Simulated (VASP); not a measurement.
# B65N63 (a cell with a defect) in VASP: single point with PBE

Aim: the single point of B65N63 (a cell with a defect) with PBE.

Everything below comes from runs of VASP 6.6.1. Logs are shortened: lines on timing, memory, paths and dates and some standing lists are left out, and cuts for length are marked.

### 1 The cell of the first run

The cell holds a defect, 128 atoms: a = 9.953 Å, b = 9.953 Å, c = 12.991 Å, α = 90.00°, β = 90.00°, γ = 120.00°.

### 2 Single point, PBE

INCAR reads:

```
SYSTEM = B65N63
  PREC = Accurate
  ENCUT = 520
  EDIFF = 1E-6
  ISMEAR = 0
  SIGMA = 0.01
  LREAL = Auto
  LASPH = .True.
  NELM = 120
  ALGO = Normal
  ISIF = 2
  LWAVE = .False.
  LCHARG = .True.
  GGA = PE
  LELF = .True.
  LVHAR = .True.
  NBANDS = 325
  GGA_COMPAT = .False.
```

KPOINTS reads:

```
Automatic mesh
0
Gamma
  1 1 1
  0.25 0.25 0.25
```

POSCAR reads:

```
B65N63
1.0
    9.9533750461     -0.0000000029      0.0000000000
   -4.9766875206      8.6198756448      0.0000000000
    0.0000000000      0.0000000000     12.9909657500
B N
65 63
Direct
    0.0835527754      0.1666990355      0.1251046552
    0.1674607831      0.0847965946      0.3756185950
    0.0802486545      0.1633645247      0.6327844311
    0.1660848825      0.0828368609      0.8773831385
    0.0835530305      0.4167079771      0.1245972952
    0.1670735871      0.3346011619      0.3729175137
[... 120 lines left out ...]
    0.8327215553      0.9160672714      0.8767094339
    0.9158762780      0.8324810953      0.6344957805
```

Potentials or basis: VASP PAW PBE potentials, release 64 (B, N).

On the command line:

```sh
cat potpaw_PBE.64/B/POTCAR potpaw_PBE.64/N/POTCAR > POTCAR
mpirun -np 1 vasp_std > vasp.out
```

OUTCAR:

```text
SYSTEM = B65N63
   PREC = Accurate
   ENCUT = 520
   EDIFF = 1E-6
   ISMEAR = 0
   LREAL = Auto
   LASPH = .True.
   NELM = 120
   ISIF = 2
   GGA = PE

 ion  position               nearest neighbor table
   1  0.084  0.167  0.125-  67 1.44 114 1.44  71 1.44
   2  0.167  0.085  0.376-  66 1.44  78 1.44  82 1.44
   3  0.080  0.163  0.633-  73 1.42 116 1.43  69 1.44
   4  0.166  0.083  0.877-  68 1.44  84 1.44  80 1.44
   5  0.084  0.417  0.125-  71 1.44 118 1.44  75 1.44
   6  0.167  0.335  0.373-  70 1.43  66 1.44  86 1.44
[... 120 lines left out ...]
 127  0.833  0.916  0.877-  65 1.44  53 1.44  49 1.44
 128  0.916  0.832  0.634-  15 1.43  64 1.44  60 1.44

  LATTYP: Found a hexagonal cell.
 ALAT       =     9.9533750461
 C/A-ratio  =     1.3051819800

  Lattice vectors:

 A1 = (   9.9533750461,  -0.0000000029,   0.0000000000)
 A2 = (  -4.9766875206,   8.6198756448,   0.0000000000)
 A3 = (   0.0000000000,   0.0000000000,  12.9909657500)

Analysis of symmetry for initial positions (statically):
=====================================================================
 Subroutine PRICEL returns:
 Original cell was already a primitive cell.

 Routine SETGRP: Setting up the symmetry group for a
 hexagonal supercell.

 Subroutine GETGRP returns: Found  1 space group operations
 (whereof  1 operations were pure point group operations)
 out of a pool of 24 trial point group operations.

The static configuration has the point symmetry C_1 .

Analysis of symmetry for dynamics (positions and initial velocities):
=====================================================================
 Subroutine PRICEL returns:
 Original cell was already a primitive cell.

 Routine SETGRP: Setting up the symmetry group for a
 hexagonal supercell.

 Subroutine GETGRP returns: Found  1 space group operations
 (whereof  1 operations were pure point group operations)
 out of a pool of 24 trial point group operations.

The dynamic configuration has the point symmetry C_1 .

 Subroutine INISYM returns: Found  1 space group operations
 (whereof  1 operations are pure point group operations),
 and found     1 'primitive' translations

----------------------------------------------------------------------------------------

                                     Primitive cell

  volume of cell :    1114.5840

  direct lattice vectors                    reciprocal lattice vectors
     9.953375046 -0.000000003  0.000000000     0.100468434  0.058005477  0.000000000
    -4.976687521  8.619875645  0.000000000     0.000000000  0.116010954  0.000000000
     0.000000000  0.000000000 12.990965750     0.000000000  0.000000000  0.076976571

  length of vectors
     9.953375046  9.953375046 12.990965750     0.116010954  0.116010954  0.076976571

  position of ions in fractional coordinates (direct lattice)
     0.083552775  0.166699036  0.125104655
     0.167460783  0.084796595  0.375618595
     0.080248654  0.163364525  0.632784431
     0.166084883  0.082836861  0.877383139
     0.083553030  0.416707977  0.124597295
     0.167073587  0.334601162  0.372917514
[... 120 lines left out ...]
     0.832721555  0.916067271  0.876709434
     0.915876278  0.832481095  0.634495781

  ion indices of the primitive-cell ions
   primitive index   ion index
                 1           1
                 2           2
                 3           3
                 4           4
                 5           5
                 6           6
[... 84 lines left out ...]
                91          91
                92          92
   k-points           NKPTS =      6   k-points in BZ     NKDIM =      6   number of bands    NBANDS=    325
   number of dos      NEDOS =    301   number of ions     NIONS =    128
   total plane-waves  NPLWV = 627200
   dimension x,y,z NGX =    80 NGY =   80 NGZ =   98
   dimension x,y,z NGXF=   160 NGYF=  160 NGZF=  196
   ions per type =              65  63
   NGX,Y,Z   is equivalent  to a cutoff of  13.36, 13.36, 12.54 a.u.
   NGXF,Y,Z  is equivalent  to a cutoff of  26.72, 26.72, 25.08 a.u.
 SYSTEM =  B65N63
   PREC   = accura    normal or accurate (medium, high low for compatibility)
   ISTART =      0    job   : 0-new  1-cont  2-samecut
   ICHARG =      2    charge: 1-file 2-atom 10-const
   ISPIN  =      1    spin polarized calculation?
   LNONCOLLINEAR =      F non collinear calculations
   LSORBIT =      F    spin-orbit coupling
   LASPH  =      T    aspherical Exc in radial PAW
   ENCUT  =  520.0 eV  38.22 Ry    6.18 a.u.  18.51 18.51 24.15*2*pi/ulx,y,z
   NELM   =    120;   NELMIN=  2; NELMDL= -5     # of ELM steps
   EDIFF  = 0.1E-05   stopping-criterion for ELM
   LREAL  =      T    real-space projection
   EDIFFG = 0.1E-04   stopping-criterion for IOM
   NSW    =      0    number of steps for IOM
   IBRION =     -1    ionic relax: 0-MD 1-quasi-New 2-CG
   NFREE  =      0    steps in history (QN), initial steepest desc. (CG)
   ISIF   =      2    stress and relaxation
   ISYM   =      2    0-nonsym 1-usesym 2-fastsym
   POTIM  = 0.5000    time-step for ionic-motion
   TEBEG  =    0.0;   TEEND  =   0.0 temperature during run
   PSTRESS=    0.0 pullay stress
   NELECT =     510.0000    total number of electrons
   NUPDOWN=      -1.0000    fix difference up-down
   EMIN   =  10.00;   EMAX   =-10.00  energy-range for DOS
   EFERMI =   0.00;   METHOD = LEGACY
   ISMEAR =     0;   SIGMA  =   0.01  broadening in eV -4-tet -1-fermi 0-gaus
   EFERMI_NEDOS =   21; number of points for ismear=-14 and -15
   IALGO  =     38    algorithm
   IMIX   =      4    mixing-type and parameters
     AMIX     =   0.40;   BMIX     =  1.00
     AMIX_MAG =   1.60;   BMIX_MAG =  1.00
  volume/ion in A,a.u.               =       8.71        58.76
  Fermi-wavevector in a.u.,A,eV,Ry     =   1.261519  2.383926 21.652738  1.591431
  Thomas-Fermi vector in A             =   2.394974
   LORBIT       =      0    0 simple, 1 ext, 2 COOP (PROOUT), +10 PAW based schemes
   GGA     = PE    functional components
   LHFCALC =     F    Hartree Fock is set to
   AEXX    =    0.0000 exact exchange contribution
   IVDW    =     0    specifies the selected vdW correction
   LEPSILON=     F    determine dielectric tensor
   LRPA    =     F    only Hartree local field effects (RPA)
 non-spin polarized calculation
 Gauss-broadening in eV      SIGMA  =   0.01
  energy-cutoff  :      520.00
  volume of cell :     1114.58
 maximum number of plane-waves:     29993
 NGX is ok and might be reduce to    80
   NGX = 37   NGY = 37   NGZ = 49

 number of electron     509.9999995 magnetization

 Free energy of the ion-electron system (eV)
  ---------------------------------------------------
  ext. energy  EPLUGINS =         0.00000000
  ---------------------------------------------------
  free energy    TOTEN  =     -1115.20215929 eV

  energy without entropy =    -1115.20215929  energy(sigma->0) =    -1115.20215929

 E-fermi :   3.2957     XC(G=0): -10.2575

 val. band max:        3.2498832411   @ k =   0.5000   0.2500   0.2500
 cond. band min:       4.7299207640   @ k =  -0.2500  -0.2500   0.2500
 fundamental gap:      1.4800375228
 Fermi energy:         3.2957250771

 k-point     1 :       0.2500    0.2500    0.2500
  band No.  band energies     occupation
      1     -15.2191      2.00000
      2     -15.0864      2.00000
      3     -14.9588      2.00000
      4     -14.9211      2.00000
      5     -14.9084      2.00000
      6     -14.8170      2.00000
[... 259 lines left out ...]
    266       7.6141      0.00000
    267       7.6339      0.00000

 k-point     2 :      -0.2500    0.5000    0.2500
  band No.  band energies     occupation
      1     -15.2192      2.00000
      2     -15.0865      2.00000
      3     -14.9587      2.00000
      4     -14.9211      2.00000
      5     -14.9085      2.00000
      6     -14.8171      2.00000
[... 259 lines left out ...]
    266       7.6161      0.00000
    267       7.6341      0.00000

 k-point     3 :       0.5000    0.2500    0.2500
  band No.  band energies     occupation
      1     -15.2192      2.00000
      2     -15.0864      2.00000
      3     -14.9585      2.00000
      4     -14.9212      2.00000
      5     -14.9086      2.00000
      6     -14.8174      2.00000
[... 259 lines left out ...]
    266       7.6194      0.00000
    267       7.6351      0.00000

 k-point     4 :      -0.2500   -0.2500    0.2500
  band No.  band energies     occupation
      1     -15.2192      2.00000
      2     -15.0864      2.00000
      3     -14.9585      2.00000
      4     -14.9215      2.00000
      5     -14.9084      2.00000
      6     -14.8176      2.00000
[... 259 lines left out ...]
    266       7.6203      0.00000
    267       7.6327      0.00000

 k-point     5 :       0.2500    0.5000    0.2500
  band No.  band energies     occupation
      1     -15.2192      2.00000
      2     -15.0865      2.00000
      3     -14.9586      2.00000
      4     -14.9212      2.00000
      5     -14.9085      2.00000
      6     -14.8173      2.00000
[... 259 lines left out ...]
    266       7.6194      0.00000
    267       7.6324      0.00000

 k-point     6 :       0.5000   -0.2500    0.2500
  band No.  band energies     occupation
      1     -15.2192      2.00000
      2     -15.0865      2.00000
      3     -14.9588      2.00000
      4     -14.9209      2.00000
      5     -14.9086      2.00000
      6     -14.8170      2.00000
[... 259 lines left out ...]
    266       7.6162      0.00000
    267       7.6345      0.00000
 [bands above 267 left out]

------------------------ aborting loop because EDIFF is reached ----------------------------------------

  FORCE on cell =-STRESS in cart. coord.  units (eV):
  Direction    XX          YY          ZZ          XY          YZ          ZX
  --------------------------------------------------------------------------------------
  -------------------------------------------------------------------------------------
  Total       88.9294648     88.5273728     26.2075023     -0.4124285     -0.1188244     -0.0638703
  in kB      127.8331392    127.2551454     37.6724104     -0.5928522     -0.1708061     -0.0918114
  external PRESSURE =      97.5868983 kB  Pullay stress =       0.0000000 kB

 VOLUME and BASIS-vectors are now :
 -----------------------------------------------------------------------------
  energy-cutoff  :      520.00
  volume of cell :     1114.58
      direct lattice vectors                 reciprocal lattice vectors
     9.953375046 -0.000000003  0.000000000     0.100468434  0.058005477  0.000000000
    -4.976687521  8.619875645  0.000000000     0.000000000  0.116010954  0.000000000
     0.000000000  0.000000000 12.990965750     0.000000000  0.000000000  0.076976571

 POSITION                                       TOTAL-FORCE (eV/Angst)
 -----------------------------------------------------------------------------------
      0.00202      1.43692      1.62523        -0.023028      0.012236      0.000373
      1.24479      0.73094      4.87965         0.024657     -0.008035     -0.000067
     -0.01427      1.40818      8.22048        -0.031216      0.007513      0.000398
      1.24085      0.71404     11.39805         0.025936     -0.015720     -0.000019
     -1.24219      3.59197      1.61864        -0.024055      0.012213     -0.000864
     -0.00226      2.88422      4.84456         0.028151     -0.006975     -0.004129
[... 120 lines left out ...]
      3.72941      7.89639     11.38930        -0.025209      0.016389     -0.001019
      4.97306      7.17588      8.24271         0.028520     -0.032055      0.005407
 -----------------------------------------------------------------------------------
    total drift:                               -0.004440     -0.004479      0.004634

  FREE ENERGIE OF THE ION-ELECTRON SYSTEM (eV)
  ---------------------------------------------------
  free  energy   TOTEN  =     -1115.2021592871 eV

  energy  without entropy=    -1115.2021592871  energy(sigma->0) =    -1115.20215929
```

Run time: 78 min. Hardware: 1 thread of Intel Xeon Platinum 8559C (Emerald Rapids), shared host; peak memory 2 GiB.

Results:

- Free energy: -1115.2022 eV
- Pressure: 9.8 GPa
- Largest force: 0.055 eV/Å
- Band gap on the k mesh: 1.48 eV

Forces in eV/Å, atoms in the order of the input:
```
B   -0.023  0.012  0.000
B    0.025 -0.008  0.000
B   -0.031  0.008  0.000
B    0.026 -0.016  0.000
B   -0.024  0.012 -0.001
B    0.028 -0.007 -0.004
B   -0.024  0.008  0.003
B    0.025 -0.013  0.000
B   -0.021  0.013  0.001
B    0.024 -0.010  0.001
B   -0.033 -0.004  0.005
B    0.025 -0.011 -0.001
B   -0.020  0.013  0.002
B    0.029 -0.011 -0.001
B   -0.013 -0.002  0.003
B    0.028 -0.014  0.004
B   -0.022  0.014  0.000
B    0.029 -0.009 -0.001
B   -0.039 -0.007  0.009
B    0.027 -0.012 -0.001
B   -0.022  0.012 -0.001
B    0.029 -0.008  0.001
B   -0.024  0.026 -0.008
B    0.027 -0.015 -0.002
B   -0.022  0.012  0.002
B    0.027 -0.012 -0.006
B   -0.011  0.003  0.010
B    0.025 -0.014 -0.002
B    0.026 -0.014 -0.006
B   -0.021  0.014  0.001
B    0.026 -0.008  0.001
B   -0.022  0.011  0.005
B    0.023 -0.013 -0.001
B   -0.024  0.015  0.001
B    0.018 -0.009  0.000
B   -0.016 -0.008  0.005
B    0.017 -0.014  0.000
B   -0.021  0.013 -0.001
B    0.024 -0.008  0.001
B   -0.043  0.015 -0.011
B    0.023 -0.013  0.001
B   -0.020  0.013  0.002
B    0.027 -0.008  0.000
B   -0.040  0.003 -0.012
B    0.027 -0.014 -0.001
B   -0.022  0.013 -0.001
B    0.028 -0.009 -0.002
B   -0.027  0.003  0.002
B    0.025 -0.015  0.000
B   -0.024  0.012  0.000
B    0.030 -0.013  0.000
B   -0.015 -0.003 -0.006
B    0.029 -0.018  0.002
B   -0.024  0.014  0.002
B    0.020 -0.002  0.000
B   -0.012  0.003  0.004
B    0.020 -0.009  0.000
B   -0.020  0.014  0.000
B    0.024 -0.012  0.000
B   -0.026  0.021  0.007
B    0.023 -0.016  0.000
B   -0.022  0.012  0.000
B    0.025 -0.006  0.001
B   -0.032  0.002  0.000
B    0.027 -0.014  0.001
N   -0.025  0.008 -0.002
N    0.022 -0.014 -0.001
N   -0.027  0.013 -0.001
N    0.054  0.006  0.004
N   -0.022  0.006 -0.001
N    0.023 -0.011  0.001
N   -0.022  0.011  0.000
N    0.021 -0.020  0.021
N   -0.022  0.010  0.001
N    0.022 -0.011  0.000
N   -0.025  0.015  0.000
N    0.033  0.007 -0.020
N   -0.032  0.014  0.001
N    0.019 -0.013 -0.001
N   -0.031  0.017  0.000
N    0.013  0.005 -0.009
N   -0.028  0.007  0.000
N    0.021 -0.013 -0.001
N   -0.025  0.015 -0.001
N    0.033 -0.008  0.014
N   -0.030  0.008  0.008
N    0.022 -0.013  0.001
N   -0.026  0.015 -0.001
N    0.046  0.025 -0.010
N   -0.023  0.009  0.002
N    0.021 -0.013  0.001
N   -0.024  0.011  0.000
N   -0.026  0.009  0.000
N    0.022 -0.012  0.001
N   -0.026  0.012 -0.001
N    0.017 -0.018 -0.020
N   -0.025  0.009 -0.002
N    0.023 -0.012 -0.001
N   -0.025  0.013  0.002
N   -0.023 -0.010  0.004
N   -0.022  0.006 -0.005
N    0.022 -0.014  0.000
N   -0.024  0.013  0.003
N    0.033 -0.011 -0.005
N   -0.026  0.010  0.002
N    0.020 -0.013  0.000
N   -0.025  0.014 -0.001
N    0.016 -0.040 -0.009
N   -0.021  0.009  0.001
N    0.021 -0.012 -0.001
N   -0.022  0.014  0.000
N    0.035  0.006  0.025
N   -0.024  0.008  0.007
N    0.022 -0.012  0.000
N   -0.025  0.014 -0.006
N    0.037 -0.009 -0.027
N   -0.025  0.009 -0.003
N    0.023 -0.012  0.000
N   -0.023  0.013  0.002
N    0.004  0.038  0.005
N   -0.026  0.010  0.001
N    0.020 -0.013 -0.001
N   -0.025  0.013  0.000
N    0.033 -0.011  0.013
N   -0.026  0.010  0.000
N    0.020 -0.013 -0.001
N   -0.025  0.016 -0.001
N    0.029 -0.032  0.005
```

Stress tensor (GPa, compression positive):
```
12.78 -0.06 -0.01
-0.06 12.73 -0.02
-0.01 -0.02  3.77
```
